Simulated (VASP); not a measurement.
# AlNi (Cmmm) in VASP: single point with r2SCAN

Aim: the single point of AlNi with r2SCAN.

Everything below comes from runs of VASP 6.6.1. Logs are shortened: lines on timing, memory, paths and dates and some standing lists are left out, and cuts for length are marked.

**1. The cell of the first run**

Symmetry: Cmmm, No. 65, orthorhombic system. Conventional cell: a = 3.987 Å, b = 4.016 Å, c = 2.932 Å, α = 90.00°, β = 90.00°, γ = 90.00°. Al (site symmetry mmm) has 8 Ni at 2.47 to 2.49 Å and 6 Al at 2.83 to 2.93 Å within 3.3 Å. Ni (site symmetry mmm) has 8 Al at 2.47 to 2.49 Å and 6 Ni at 2.83 to 2.93 Å within 3.3 Å.

**2. Single point, r2SCAN**

POSCAR

```
AlNi
1.0
    1.9933336141     -2.0082383196      0.0000000000
    1.9933336141      2.0082383196      0.0000000000
    0.0000000000      0.0000000000      2.9318408367
Al Ni
1 1
Direct
    0.0000000000      0.0000000000      0.0000000000
    0.5000000000      0.5000000000      0.5000000000
```

INCAR.step1

```
PREC     = Accurate       # precision mode
ENCUT    = 520            # plane-wave cutoff, eV
ISMEAR   = 0              # smearing method
SIGMA    = 0.15           # smearing width, eV
LREAL    = False          # projectors in reciprocal space
LASPH    = True           # aspherical terms in the spheres
NELM     = 100            # most SCF steps
NBANDS   = 14             # bands
GGA      = PE             # functional
ALGO     = Normal         # electronic algorithm
EDIFF    = 1E-4           # SCF threshold, eV
LWAVE    = True           # write WAVECAR
LCHARG   = False          # write CHGCAR
```

INCAR.step2

```
PREC     = Accurate       # precision mode
ENCUT    = 520            # plane-wave cutoff, eV
EDIFF    = 1E-6           # SCF threshold, eV
ISMEAR   = 0              # smearing method
SIGMA    = 0.15           # smearing width, eV
LREAL    = False          # projectors in reciprocal space
LASPH    = True           # aspherical terms in the spheres
NELM     = 100            # most SCF steps
ALGO     = Normal         # electronic algorithm
ISIF     = 2              # what is computed and relaxed
LWAVE    = False          # write WAVECAR
LCHARG   = True           # write CHGCAR
METAGGA  = R2SCAN         # meta-GGA
LMIXTAU  = True         
LELF     = True           # ELF
LVHAR    = True         
NBANDS   = 14             # bands
ISTART   = 1
```

KPOINTS

```
regular mesh
0
Gamma
  20 20 18
```

Potentials or basis: VASP PAW PBE potentials, release 64 (Al, Ni).

Started as:

```
$ cat potpaw_PBE.64/Al/POTCAR potpaw_PBE.64/Ni/POTCAR > POTCAR
$ cp INCAR.step1 INCAR
$ mpirun -np 1 vasp_std > vasp.out
$ cp INCAR.step2 INCAR
$ mpirun -np 1 vasp_std > vasp.out
```

OUTCAR:

```text
PREC = Accurate
   ENCUT = 520
   EDIFF = 1E-6
   ISMEAR = 0
   LREAL = False
   LASPH = True
   NELM = 100
   ISIF = 2
   METAGGA = R2SCAN
   ISTART = 1

 ion  position               nearest neighbor table
   1  0.000  0.000  0.000-   2 2.47   2 2.47   2 2.47   2 2.47   2 2.49   2 2.49   2 2.49   2 2.49

   2  0.500  0.500  0.500-   1 2.47   1 2.47   1 2.47   1 2.47   1 2.49   1 2.49   1 2.49   1 2.49

  LATTYP: Found a base centered orthorhombic cell.
 ALAT       =     3.9866672282
 B/A-ratio  =     1.0074772760
 C/A-ratio  =     0.7354114775

  Lattice vectors:

 A1 = (   1.9933336141,  -2.0082383196,   0.0000000000)
 A2 = (   1.9933336141,   2.0082383196,   0.0000000000)
 A3 = (   0.0000000000,   0.0000000000,   2.9318408367)

Analysis of symmetry for initial positions (statically):
=====================================================================
 Subroutine PRICEL returns:
 Original cell was already a primitive cell.

 Routine SETGRP: Setting up the symmetry group for a
 base centered orthorhombic supercell.

 Subroutine GETGRP returns: Found  8 space group operations
 (whereof  8 operations were pure point group operations)
 out of a pool of  8 trial point group operations.

The static configuration has the point symmetry D_2h.

Analysis of symmetry for dynamics (positions and initial velocities):
=====================================================================
 Subroutine PRICEL returns:
 Original cell was already a primitive cell.

 Routine SETGRP: Setting up the symmetry group for a
 base centered orthorhombic supercell.

 Subroutine GETGRP returns: Found  8 space group operations
 (whereof  8 operations were pure point group operations)
 out of a pool of  8 trial point group operations.

The dynamic configuration has the point symmetry D_2h.

 Subroutine INISYM returns: Found  8 space group operations
 (whereof  8 operations are pure point group operations),
 and found     1 'primitive' translations

----------------------------------------------------------------------------------------

                                     Primitive cell

  volume of cell :      23.4728

  direct lattice vectors                    reciprocal lattice vectors
     1.993333614 -2.008238320  0.000000000     0.250836085 -0.248974435  0.000000000
     1.993333614  2.008238320  0.000000000     0.250836085  0.248974435  0.000000000
     0.000000000  0.000000000  2.931840837     0.000000000  0.000000000  0.341082636

  length of vectors
     2.829558277  2.829558277  2.931840837     0.353421859  0.353421859  0.341082636

  position of ions in fractional coordinates (direct lattice)
     0.000000000  0.000000000  0.000000000
     0.500000000  0.500000000  0.500000000

  ion indices of the primitive-cell ions
   primitive index   ion index
                 1           1
                 2           2

----------------------------------------------------------------------------------------

 KPOINTS: regular mesh

Automatic generation of k-mesh.
 Grid dimensions read from file:
 generate k-points for:   20   20   18

 Generating k-lattice:

  Cartesian coordinates                     Fractional coordinates (reciprocal lattice)
     0.012541804 -0.012448722  0.000000000     0.050000000  0.000000000  0.000000000
     0.012541804  0.012448722  0.000000000     0.000000000  0.050000000  0.000000000
     0.000000000  0.000000000  0.018949035     0.000000000  0.000000000  0.055555556

  Length of vectors
     0.017671093  0.017671093  0.018949035

  Shift w.r.t. Gamma in fractional coordinates (k-lattice)
     0.000000000  0.000000000  0.000000000

 Subroutine IBZKPT returns following result:
 ===========================================

 Found   1110 irreducible k-points:

 Following reciprocal coordinates:
            Coordinates               Weight
  0.000000  0.000000  0.000000      1.000000
  0.050000 -0.000000  0.000000      4.000000
  0.100000 -0.000000  0.000000      4.000000
  0.150000 -0.000000  0.000000      4.000000
  0.200000 -0.000000  0.000000      4.000000
  0.250000  0.000000  0.000000      4.000000
[... 16 lines left out ...]
 -0.400000  0.050000  0.000000      4.000000
 -0.350000  0.050000  0.000000      4.000000
 [... further k-points ...]
   k-points           NKPTS =   1110   k-points in BZ     NKDIM =   1110   number of bands    NBANDS=     14
   number of dos      NEDOS =    301   number of ions     NIONS =      2
   total plane-waves  NPLWV =  13824
   dimension x,y,z NGX =    24 NGY =   24 NGZ =   24
   dimension x,y,z NGXF=    48 NGYF=   48 NGZF=   48
   ions per type =               1   1
   NGX,Y,Z   is equivalent  to a cutoff of  14.10, 14.10, 13.61 a.u.
   NGXF,Y,Z  is equivalent  to a cutoff of  28.20, 28.20, 27.22 a.u.
 SYSTEM =  unknown system
   PREC   = accura    normal or accurate (medium, high low for compatibility)
   ISTART =      1    job   : 0-new  1-cont  2-samecut
   ICHARG =      0    charge: 1-file 2-atom 10-const
   ISPIN  =      1    spin polarized calculation?
   LNONCOLLINEAR =      F non collinear calculations
   LSORBIT =      F    spin-orbit coupling
   LASPH  =      T    aspherical Exc in radial PAW
   ENCUT  =  520.0 eV  38.22 Ry    6.18 a.u.   5.26  5.26  5.45*2*pi/ulx,y,z
   NELM   =    100;   NELMIN=  2; NELMDL=  0     # of ELM steps
   EDIFF  = 0.1E-05   stopping-criterion for ELM
   LREAL  =      F    real-space projection
   EDIFFG = 0.1E-04   stopping-criterion for IOM
   NSW    =      0    number of steps for IOM
   IBRION =     -1    ionic relax: 0-MD 1-quasi-New 2-CG
   NFREE  =      0    steps in history (QN), initial steepest desc. (CG)
   ISIF   =      2    stress and relaxation
   ISYM   =      2    0-nonsym 1-usesym 2-fastsym
   POTIM  = 0.5000    time-step for ionic-motion
   TEBEG  =    0.0;   TEEND  =   0.0 temperature during run
   PSTRESS=    0.0 pullay stress
   NELECT =      13.0000    total number of electrons
   NUPDOWN=      -1.0000    fix difference up-down
   EMIN   =  10.00;   EMAX   =-10.00  energy-range for DOS
   EFERMI =   0.00;   METHOD = LEGACY
   ISMEAR =     0;   SIGMA  =   0.15  broadening in eV -4-tet -1-fermi 0-gaus
   EFERMI_NEDOS =   21; number of points for ismear=-14 and -15
   IALGO  =     38    algorithm
   IMIX   =      4    mixing-type and parameters
     AMIX     =   0.40;   BMIX     =  1.00
     AMIX_MAG =   1.60;   BMIX_MAG =  1.00
  volume/ion in A,a.u.               =      11.74        79.20
  Fermi-wavevector in a.u.,A,eV,Ry     =   1.344417  2.540580 24.591955  1.807458
  Thomas-Fermi vector in A             =   2.472413
   LORBIT       =      0    0 simple, 1 ext, 2 COOP (PROOUT), +10 PAW based schemes
   METAGGA = R2SCAN    functional components
   LHFCALC =     F    Hartree Fock is set to
   AEXX    =    0.0000 exact exchange contribution
   IVDW    =     0    specifies the selected vdW correction
   LEPSILON=     F    determine dielectric tensor
   LRPA    =     F    only Hartree local field effects (RPA)
 non-spin polarized calculation
 Gauss-broadening in eV      SIGMA  =   0.15
  energy-cutoff  :      520.00
  volume of cell :       23.47
 maximum number of plane-waves:       649
 NGX is ok and might be reduce to    24
   NGX = 11   NGY = 11   NGZ = 11

 number of electron      12.9999999 magnetization

 Free energy of the ion-electron system (eV)
  ---------------------------------------------------
  ext. energy  EPLUGINS =         0.00000000
  ---------------------------------------------------
  free energy    TOTEN  =       -20.06705467 eV

  energy without entropy =      -20.05789295  energy(sigma->0) =      -20.06247381

 E-fermi :  10.1344     XC(G=0): -13.1112

 val. band max:       10.1324580249   @ k =   0.3500   0.1000   0.3333
 cond. band min:      10.1348123816   @ k =  -0.4000   0.2000   0.2222
 fundamental gap:      0.0023543567
 Fermi energy:        10.1344440195

 k-point     1 :       0.0000    0.0000    0.0000
  band No.  band energies     occupation
      1      -1.7218      2.00000
      2       6.6681      2.00000
      3       6.7202      2.00000
      4       8.4563      2.00000
      5       8.4757      2.00000
      6       8.5482      2.00000
      7      15.2160      0.00000
      8      16.5480      0.00000
      9      16.5985      0.00000
     10      18.3762      0.00000
     11      18.7523      0.00000
     12      25.5699      0.00000
     13      32.1050      0.00000
     14      32.1201      0.00000

 k-point     2 :       0.0500   -0.0000    0.0000
  band No.  band energies     occupation
      1      -1.6715      2.00000
      2       6.6772      2.00000
      3       6.7223      2.00000
      4       8.4374      2.00000
      5       8.4715      2.00000
      6       8.5271      2.00000
      7      15.2850      0.00000
      8      15.8793      0.00000
      9      16.6382      0.00000
     10      18.4363      0.00000
     11      19.3299      0.00000
     12      25.7543      0.00000
     13      31.4134      0.00000
     14      32.1198      0.00000

 k-point     3 :       0.1000   -0.0000    0.0000
  band No.  band energies     occupation
      1      -1.5209      2.00000
      2       6.6864      2.00000
      3       6.7399      2.00000
      4       8.3672      2.00000
      5       8.4670      2.00000
      6       8.4766      2.00000
      7      14.6632      0.00000
      8      15.4880      0.00000
      9      16.8278      0.00000
     10      18.4654      0.00000
     11      20.3397      0.00000
     12      26.3212      0.00000
     13      30.1443      0.00000
     14      31.1559      0.00000

 k-point     4 :       0.1500   -0.0000    0.0000
  band No.  band energies     occupation
      1      -1.2711      2.00000
      2       6.6548      2.00000
      3       6.7923      2.00000
      4       8.2598      2.00000
      5       8.3764      2.00000
      6       8.4875      2.00000
      7      13.4122      0.00000
      8      15.8141      0.00000
      9      17.1355      0.00000
     10      18.4954      0.00000
     11      21.2605      0.00000
     12      27.2806      0.00000
     13      28.7981      0.00000
     14      29.8532      0.00000

 k-point     5 :       0.2000   -0.0000    0.0000
  band No.  band energies     occupation
      1      -0.9241      2.00000
      2       6.5552      2.00000
      3       6.8663      2.00000
      4       8.1314      2.00000
      5       8.2669      2.00000
      6       8.5017      2.00000
      7      12.2511      0.00000
      8      16.2494      0.00000
      9      17.5499      0.00000
     10      18.5336      0.00000
     11      22.0253      0.00000
[... 276 lines left out ...]
 k-point    22 :      -0.4500    0.0500    0.0000
  band No.  band energies     occupation
      1       2.1614      2.00000
      2       3.8228      2.00000
      3       7.2378      2.00000
      4       7.6327      2.00000
      5       7.8113      2.00000
      6       8.5460      2.00000
      7       9.6099      2.00000
      8      18.5486      0.00000
      9      19.6123      0.00000
     10      20.4826      0.00000
     11      21.8902      0.00000
     12      22.6629      0.00000
     13      25.4480      0.00000
     14      26.3294      0.00000

 k-point    23 :      -0.4000    0.0500    0.0000
  band No.  band energies     occupation
      1       1.4011      2.00000
      2       4.6434      2.00000
      3       7.1937      2.00000
      4       7.6845      2.00000
      5       7.8566      2.00000
      6       8.5384      2.00000
      7       9.7458      1.99975
      8      18.3836      0.00000
      9      18.8655      0.00000
     10      20.0064      0.00000
     11      22.8315      0.00000
     12      23.4026      0.00000
     13      24.8728      0.00000
     14      26.7335      0.00000

 k-point    24 :      -0.3500    0.0500    0.0000
  band No.  band energies     occupation
      1       0.7079      2.00000
      2       5.3842      2.00000
      3       7.1264      2.00000
      4       7.7672      2.00000
      5       7.9270      2.00000
      6       8.5265      2.00000
      7      10.0314      1.66850
      8      18.0815      0.00000
      9      18.1300      0.00000
     10      19.6054      0.00000
     11      23.8930      0.00000
     12      24.1017      0.00000
     13      24.4786      0.00000
     14      27.3678      0.00000

 [... further k-points ...]

------------------------ aborting loop because EDIFF is reached ----------------------------------------

  FORCE on cell =-STRESS in cart. coord.  units (eV):
  Direction    XX          YY          ZZ          XY          YZ          ZX
  --------------------------------------------------------------------------------------
  -------------------------------------------------------------------------------------
  Total        0.2536831     -0.0333351     -0.2746366     -0.0000000      0.0000000      0.0000000
  in kB       17.3155580     -2.2753420    -18.7457751     -0.0000000      0.0000000      0.0000000
  external PRESSURE =      -1.2351864 kB  Pullay stress =       0.0000000 kB

 VOLUME and BASIS-vectors are now :
 -----------------------------------------------------------------------------
  energy-cutoff  :      520.00
  volume of cell :       23.47
      direct lattice vectors                 reciprocal lattice vectors
     1.993333614 -2.008238320  0.000000000     0.250836085 -0.248974435  0.000000000
     1.993333614  2.008238320  0.000000000     0.250836085  0.248974435  0.000000000
     0.000000000  0.000000000  2.931840837     0.000000000  0.000000000  0.341082636

 POSITION                                       TOTAL-FORCE (eV/Angst)
 -----------------------------------------------------------------------------------
      0.00000      0.00000      0.00000        -0.000000      0.000000      0.000000
      1.99333      0.00000      1.46592         0.000000      0.000000      0.000000
 -----------------------------------------------------------------------------------
    total drift:                                0.000000     -0.000000     -0.000000

  FREE ENERGIE OF THE ION-ELECTRON SYSTEM (eV)
  ---------------------------------------------------
  free  energy   TOTEN  =       -20.0670546681 eV

  energy  without entropy=      -20.0578929468  energy(sigma->0) =      -20.06247381
```

It took 5.4 min on 1 thread of Intel Xeon 6975P-C (Granite Rapids), shared host; peak memory 0.47 GiB.

Results:

| Quantity | Value |
| --- | --- |
| Free energy | -20.0671 eV |
| Pressure | -0.1 GPa |
| Band gap on the k mesh | zero (an odd number of electrons rules out a gap without spin polarisation) |

Caveat: the PAW data sets were made with another functional, which shifts forces and pressure a little. Spin polarisation is off, so any magnetic state and its effect on volume and gap are missing.
